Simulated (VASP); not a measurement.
# Mo: relaxation of cell and atoms with PBEsol

Mo:

```xyz
1
Lattice="-1.5659 1.5659 1.5659 1.5659 -1.5659 1.5659 1.5659 1.5659 -1.5659" Properties=species:S:1:pos:R:3 pbc="T T T"
Mo    0.0000    0.0000    0.0000
```

- Program: VASP 6.6.1
- Task: relaxation of cell and atoms
- Functional: PBEsol
- Potentials or basis: VASP PAW PBE potentials, release 64 (Mo_sv)
- Cutoff: 600 eV
- k mesh: 16 × 16 × 16
- Occupations: gaussian, width 0.1 eV
- Spin: no spin polarisation
- Dipole correction: no
- Further INCAR settings: ALGO = Normal; EDIFF = 1e-06; IBRION = 2; EDIFFG = -0.002; NSW = 100; ISIF = 3

The relaxed volume is 15.34 Å³/atom, the relaxed cell is a = 2.711 Å, b = 2.711 Å, c = 2.711 Å, α = 109.47°, β = 109.47°, γ = 109.47° and the space group after relaxing (to 0.05 Å) is Im-3m (No. 229). The energy gained by relaxing is 0.0 meV/atom. The ionic steps are 3, the pressure after relaxing is 0.0 GPa and the band gap on the k mesh is zero (band 7 reaches 16.89 eV, above the bottom of band 8 at 11.37 eV).

Final structure:
```
Mo
1.0
    -1.56533    1.56533    1.56533
     1.56533   -1.56533    1.56533
     1.56533    1.56533   -1.56533
Mo
1
Direct
  0.00000 0.00000 0.00000
```

Levels at points of the mesh, in eV from the Fermi level:
```csv
k point,band 4,band 5,band 6,band 7,band 8,band 9,band 10,band 11
"(0.00, 0.00, 0.00)",-34.43,-7.35,-1.40,-1.40,-1.40,1.68,1.68,14.83
"(0.50, 0.00, 0.00)",-34.45,-5.47,-3.50,1.68,1.73,2.37,4.92,11.97
"(0.50, 0.50, 0.50)",-35.46,-5.62,-5.62,4.12,4.12,4.12,9.17,9.17
```

Run time: 77 s on 1 thread of AMD EPYC 7R13, on a shared host, peak memory 0.14 GiB.

Caveat: the PAW data sets were made with another functional, which shifts forces and pressure a little.
